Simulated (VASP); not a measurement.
# Ga6P6H20 in VASP: single point with PBE

Aim: the single point of Ga6P6H20 with PBE.

Everything below comes from runs of VASP 6.6.1. Logs are shortened: lines on timing, memory, paths and dates and some standing lists are left out, and cuts for length are marked.

## Step 1: The cell of the first run

The cell holds a cluster in a box, 32 atoms: a = 16.100 Å, b = 15.100 Å, c = 15.200 Å, α = 90.00°, β = 90.00°, γ = 90.00°.

## Step 2: Single point, PBE

The input, INCAR:

```
ALGO = Normal
EDIFF = 1E-6
ENCUT = 520
GGA = PE
ISIF = 2
ISMEAR = 0
LASPH = True
LCHARG = False
LREAL = Auto
LWAVE = False
NBANDS = 86
NELM = 100
PREC = Accurate
SIGMA = 0.05
```

The input, KPOINTS:

```
k-points
0
Gamma
  1 1 1
```

The input, POSCAR:

```
Ga3P3H10
1.0
   16.1000000000      0.0000000000      0.0000000000
    0.0000000000     15.1000000000      0.0000000000
    0.0000000000      0.0000000000     15.2000000000
Ga P H
6 6 20
Direct
    0.4522979354      0.5034222468      0.4194746463
    0.4707107262      0.3007024854      0.5925489054
    0.4393149688      0.7005713902      0.5939795745
    0.2680001366      0.4916406722      0.5920637350
    0.6337997461      0.5021433690      0.5996291908
    0.6671528850      0.6857269903      0.3838077034
    0.5402921172      0.6093898499      0.3423784305
    0.5472423204      0.6122206142      0.6669042827
    0.5408320236      0.4183079002      0.5126269430
    0.3677280119      0.5846324091      0.5173437663
    0.7169211458      0.5836408279      0.4959406706
    0.3612891142      0.3861950617      0.6618483392
    0.4075904184      0.4466706042      0.3477849611
    0.4858609945      0.6760925585      0.3102745256
    0.5568328257      0.5682716127      0.2601079965
    0.5139054125      0.5674687345      0.7412272552
    0.6018923109      0.6690179775      0.7139108662
    0.5310516988      0.2666805758      0.6655861367
    0.4271656009      0.2407167774      0.5228309750
    0.4902935730      0.7568910138      0.5265217831
    0.3854948482      0.7402467923      0.6697028745
    0.5953749331      0.3724105134      0.4546480008
    0.2250058950      0.5462770900      0.6665056847
    0.2202073882      0.4367727728      0.5211019866
    0.6893061673      0.4511685440      0.6667976286
    0.3171616364      0.6335652480      0.4577427309
    0.7667041448      0.5171946573      0.4560368147
    0.7813462212      0.6263290646      0.5437708222
    0.6419897281      0.7709844481      0.4347515425
    0.7286021986      0.6803315652      0.3046989614
    0.3940966479      0.4251744594      0.7395637295
    0.3098427821      0.3228644103      0.7044162253
```

Potentials or basis: VASP PAW PBE potentials, release 64 (Ga_d, P, H).

Run with:

```
> cat potpaw_PBE.64/Ga_d/POTCAR potpaw_PBE.64/P/POTCAR potpaw_PBE.64/H/POTCAR > POTCAR
> mpirun -np 1 vasp_gam > vasp.out
```

OUTCAR:

```text
EDIFF = 1E-6
   ENCUT = 520
   GGA = PE
   ISIF = 2
   ISMEAR = 0
   LASPH = True
   LREAL = Auto
   NELM = 100
   PREC = Accurate

 ion  position               nearest neighbor table
   1  0.452  0.503  0.419-  13 1.56  10 2.36   9 2.39   7 2.44
   2  0.471  0.301  0.593-  19 1.56  18 1.56  12 2.42   9 2.43
   3  0.439  0.701  0.594-  21 1.56  20 1.56  10 2.40   8 2.46
   4  0.268  0.492  0.592-  23 1.56  24 1.56  10 2.42  12 2.43
   5  0.634  0.502  0.600-  25 1.56   9 2.36   8 2.40  11 2.41
   6  0.667  0.686  0.384-  29 1.56  30 1.56   7 2.43  11 2.43
   7  0.540  0.609  0.342-  15 1.42  14 1.42   6 2.43   1 2.44
   8  0.547  0.612  0.667-  17 1.42  16 1.42   5 2.40   3 2.46
   9  0.541  0.418  0.513-  22 1.42   5 2.36   1 2.39   2 2.43
  10  0.368  0.585  0.517-  26 1.42   1 2.36   3 2.40   4 2.42
  11  0.717  0.584  0.496-  27 1.42  28 1.42   5 2.41   6 2.43
  12  0.361  0.386  0.662-  32 1.42  31 1.42   2 2.42   4 2.43
  13  0.408  0.447  0.348-   1 1.56
  14  0.486  0.676  0.310-   7 1.42
  15  0.557  0.568  0.260-   7 1.42
  16  0.514  0.567  0.741-   8 1.42
  17  0.602  0.669  0.714-   8 1.42
  18  0.531  0.267  0.666-   2 1.56
[... 12 lines left out ...]
  31  0.394  0.425  0.740-  12 1.42
  32  0.310  0.323  0.704-  12 1.42

  LATTYP: Found a simple orthorhombic cell.
 ALAT       =    15.1000000000
 B/A-ratio  =     1.0066225166
 C/A-ratio  =     1.0662251656

  Lattice vectors:

 A1 = (   0.0000000000,  15.1000000000,   0.0000000000)
 A2 = (   0.0000000000,   0.0000000000,  15.2000000000)
 A3 = (  16.1000000000,   0.0000000000,   0.0000000000)

Analysis of symmetry for initial positions (statically):
=====================================================================
 Subroutine PRICEL returns:
 Original cell was already a primitive cell.

 Routine SETGRP: Setting up the symmetry group for a
 simple orthorhombic supercell.

 Subroutine GETGRP returns: Found  1 space group operations
 (whereof  1 operations were pure point group operations)
 out of a pool of  8 trial point group operations.

The static configuration has the point symmetry C_1 .

Analysis of symmetry for dynamics (positions and initial velocities):
=====================================================================
 Subroutine PRICEL returns:
 Original cell was already a primitive cell.

 Routine SETGRP: Setting up the symmetry group for a
 simple orthorhombic supercell.

 Subroutine GETGRP returns: Found  1 space group operations
 (whereof  1 operations were pure point group operations)
[... 144 lines left out ...]
   ISIF   =      2    stress and relaxation
   ISYM   =      2    0-nonsym 1-usesym 2-fastsym
   POTIM  = 0.5000    time-step for ionic-motion
   TEBEG  =    0.0;   TEEND  =   0.0 temperature during run
   PSTRESS=    0.0 pullay stress
   NELECT =     128.0000    total number of electrons
   NUPDOWN=      -1.0000    fix difference up-down
   EMIN   =  10.00;   EMAX   =-10.00  energy-range for DOS
   EFERMI =   0.00;   METHOD = LEGACY
   ISMEAR =     0;   SIGMA  =   0.05  broadening in eV -4-tet -1-fermi 0-gaus
   EFERMI_NEDOS =   21; number of points for ismear=-14 and -15
   IALGO  =     38    algorithm
   IMIX   =      4    mixing-type and parameters
     AMIX     =   0.40;   BMIX     =  1.00
     AMIX_MAG =   1.60;   BMIX_MAG =  1.00
  volume/ion in A,a.u.               =     115.48       779.28
  Fermi-wavevector in a.u.,A,eV,Ry     =   0.533658  1.008467  3.874809  0.284790
  Thomas-Fermi vector in A             =   1.557705
   LORBIT       =      0    0 simple, 1 ext, 2 COOP (PROOUT), +10 PAW based schemes
   GGA     = PE    functional components
   LHFCALC =     F    Hartree Fock is set to
   AEXX    =    0.0000 exact exchange contribution
   IVDW    =     0    specifies the selected vdW correction
   LEPSILON=     F    determine dielectric tensor
   LRPA    =     F    only Hartree local field effects (RPA)
 non-spin polarized calculation
 Gauss-broadening in eV      SIGMA  =   0.05
  energy-cutoff  :      520.00
  volume of cell :     3695.27
 maximum number of plane-waves:     49672
 NGX is ok and might be reduce to   120
   NGX = 59   NGY = 57   NGZ = 57

 number of electron     128.0000012 magnetization

 Free energy of the ion-electron system (eV)
  ---------------------------------------------------
  ext. energy  EPLUGINS =         0.00000000
  ---------------------------------------------------
  free energy    TOTEN  =      -117.92838090 eV

  energy without entropy =     -117.92838090  energy(sigma->0) =     -117.92838090

 E-fermi :  -5.3517     XC(G=0):  -1.5081

 val. band max:       -5.5964307802   @ k =   0.0000   0.0000   0.0000
 cond. band min:      -1.2606357227   @ k =   0.0000   0.0000   0.0000
 fundamental gap:      4.3357950575
 Fermi energy:        -5.3516985553

 k-point     1 :       0.0000    0.0000    0.0000
  band No.  band energies     occupation
      1     -18.7298      2.00000
      2     -18.7143      2.00000
      3     -18.6615      2.00000
      4     -18.5873      2.00000
      5     -18.5804      2.00000
      6     -18.4945      2.00000
[... 68 lines left out ...]
     75      -0.1292      0.00000
     76      -0.0092      0.00000
 [bands above 76 left out]

------------------------ aborting loop because EDIFF is reached ----------------------------------------

  FORCE on cell =-STRESS in cart. coord.  units (eV):
  Direction    XX          YY          ZZ          XY          YZ          ZX
  --------------------------------------------------------------------------------------
  -------------------------------------------------------------------------------------
  Total       -0.5000983     -0.4299766     -0.6017261      0.0554003     -0.0820581     -0.0361001
  in kB       -0.2168301     -0.1864271     -0.2608933      0.0240202     -0.0355784     -0.0156521
  external PRESSURE =      -0.2213835 kB  Pullay stress =       0.0000000 kB

 VOLUME and BASIS-vectors are now :
 -----------------------------------------------------------------------------
  energy-cutoff  :      520.00
  volume of cell :     3695.27
      direct lattice vectors                 reciprocal lattice vectors
    16.100000000  0.000000000  0.000000000     0.062111801  0.000000000  0.000000000
     0.000000000 15.100000000  0.000000000     0.000000000  0.066225166  0.000000000
     0.000000000  0.000000000 15.200000000     0.000000000  0.000000000  0.065789474

 POSITION                                       TOTAL-FORCE (eV/Angst)
 -----------------------------------------------------------------------------------
      7.28200      7.60168      6.37601        -0.018293     -0.017840     -0.012161
      7.57844      4.54061      9.00674         0.009077     -0.031647      0.007320
      7.07297     10.57863      9.02849        -0.008339      0.033922     -0.001705
      4.31480      7.42377      8.99937        -0.033934     -0.004841     -0.001707
     10.20418      7.58236      9.11436         0.013262     -0.022923      0.020308
     10.74116     10.35448      5.83388         0.011262      0.043191     -0.009197
[... 24 lines left out ...]
      6.34496      6.42013     11.24137        -0.003226     -0.006654     -0.024324
      4.98847      4.87525     10.70713         0.011726      0.015202     -0.016948
 -----------------------------------------------------------------------------------
    total drift:                                0.000779     -0.000016     -0.001647

  FREE ENERGIE OF THE ION-ELECTRON SYSTEM (eV)
  ---------------------------------------------------
  free  energy   TOTEN  =      -117.9283808967 eV

  energy  without entropy=     -117.9283808967  energy(sigma->0) =     -117.92838090
```

Wall time 14 min (1 thread of Intel Xeon Platinum 8124M at 3.00GHz (Skylake/Cascade Lake), shared host); peak memory 2.4 GiB.

Results:

| Quantity | Value |
| --- | --- |
| Free energy | -117.9284 eV |
| Largest force | 0.056 eV/Å |
| Gap between the frontier levels | 4.34 eV |

Forces in eV/Å, atoms in the order of the input:
```
Ga  -0.018 -0.018 -0.012
Ga   0.009 -0.032  0.007
Ga  -0.008  0.034 -0.002
Ga  -0.034 -0.005 -0.002
Ga   0.013 -0.023  0.020
Ga   0.011  0.043 -0.009
P   -0.017  0.020 -0.050
P    0.000  0.002  0.056
P    0.025 -0.005 -0.024
P   -0.004  0.016 -0.013
P    0.041 -0.008  0.000
P   -0.006 -0.006  0.037
H    0.010  0.012  0.016
H    0.026 -0.027  0.018
H   -0.004  0.010  0.030
H    0.010  0.013 -0.030
H   -0.017 -0.014 -0.022
H   -0.014  0.008 -0.015
H    0.006  0.014  0.011
H   -0.012 -0.014  0.014
H    0.018 -0.015 -0.020
H   -0.019  0.014  0.019
H    0.011 -0.009 -0.011
H    0.011  0.009  0.012
H   -0.015  0.014 -0.016
H    0.018 -0.017  0.021
H   -0.015  0.014  0.008
H   -0.024 -0.010 -0.013
H    0.009 -0.028 -0.015
H   -0.018 -0.003  0.022
H   -0.003 -0.007 -0.024
H    0.012  0.015 -0.017
```
